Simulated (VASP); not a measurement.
# KBr: single point with r2SCAN+D4

Crystal: KBr.

```
CELL_PARAMETERS angstrom
0.00000 3.29018 3.29018
3.29018 0.00000 3.29018
3.29018 3.29018 0.00000
ATOMIC_POSITIONS crystal
K 0.00000 0.00000 0.00000
Br 0.50000 0.50000 0.50000
```

```json
{
 "Program": "VASP 6.6.1",
 "Task": "single point",
 "Functional": "r2SCAN",
 "Dispersion": "D4",
 "Potentials or basis": "VASP PAW PBE potentials, release 64 (K_sv, Br)",
 "Cutoff": "550 eV",
 "k mesh": "6 × 6 × 6",
 "Occupations": "gaussian, width 0.01 eV",
 "Spin": "no spin polarisation",
 "Dipole correction": "no",
 "Further INCAR settings": "ALGO = Normal; EDIFF = 1e-06; NBANDS = 15"
}
```

```
Pressure                   : 0.0 GPa
Band gap on the k mesh     : 5.11 eV
Dispersion energy per atom : -0.047 eV
```

Levels at points of the mesh, in eV from the valence-band top:
```
           k point  band 6  band 7  band 8  band 9  band 10  band 11
(0.00, 0.00, 0.00)    0.00    0.00    0.00    5.11     8.24     8.24
(0.50, 0.00, 0.00)   -1.18   -0.34   -0.34    7.15     8.91    10.56
(0.50, 0.50, 0.00)   -0.83   -0.29   -0.29    6.35     8.06    10.19
```

Run time: 110 s on 1 thread of Intel(R) Xeon(R) Platinum 8259CL CPU @ 2.50GHz (Skylake/Cascade Lake) (shared host), peak memory 0.21 GiB.

Caveat: the PAW data sets were made with another functional, which shifts forces and pressure a little. r2SCAN opens gaps a little over a GGA but as a rule still falls short of measured ones.
